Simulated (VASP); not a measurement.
The system is Na.

```
CELL_PARAMETERS angstrom
0.00000 2.69500 2.69500
2.69500 0.00000 2.69500
2.69500 2.69500 0.00000
ATOMIC_POSITIONS crystal
Na 0.00000 0.00000 0.00000
```

This isn't the form of Na at room conditions, which is bcc.

* Program: VASP 6.6.1
* Task: relaxation of cell and atoms
* Functional: PBEsol
* Potentials or basis: VASP PAW PBE potentials, release 64 (Na_pv)
* Cutoff: 500 eV
* k mesh: 15 × 15 × 15
* Occupations: fermi-dirac, width 0.05 eV
* Spin: no spin polarisation

At the start: pressure -0.5 GPa; volume 39.15 Å³/atom.

Question: Where does the relaxation end?

Answer: Over 3 steps the energy falls by 4.7 meV/atom and the volume is 36.47 Å³/atom (-6.8 %); space group Fm-3m (No. 225, to 0.1 Å) before and after.

Step by step:
```
step  energy change (eV)  largest force (eV/Å)  pressure (GPa)  volume (Å³)
   1              0.0000                0.0000           -0.52        39.15
   2             -0.0020                0.0000           -0.40        38.44
   3             -0.0047                0.0000           -0.03        36.47
```

Final structure:
```cif
data_structure
_symmetry_space_group_name_H-M 'P 1'
_symmetry_Int_Tables_number 1
_cell_length_a 3.7225
_cell_length_b 3.7225
_cell_length_c 3.7225
_cell_angle_alpha 60.000
_cell_angle_beta 60.000
_cell_angle_gamma 60.000
_cell_volume 36.47
loop_
_atom_site_label
_atom_site_type_symbol
_atom_site_fract_x
_atom_site_fract_y
_atom_site_fract_z
_atom_site_occupancy
Na1 Na 0.00000 0.00000 0.00000 1
```

Caveat: the PAW data sets were made with another functional, which shifts forces and pressure a little.
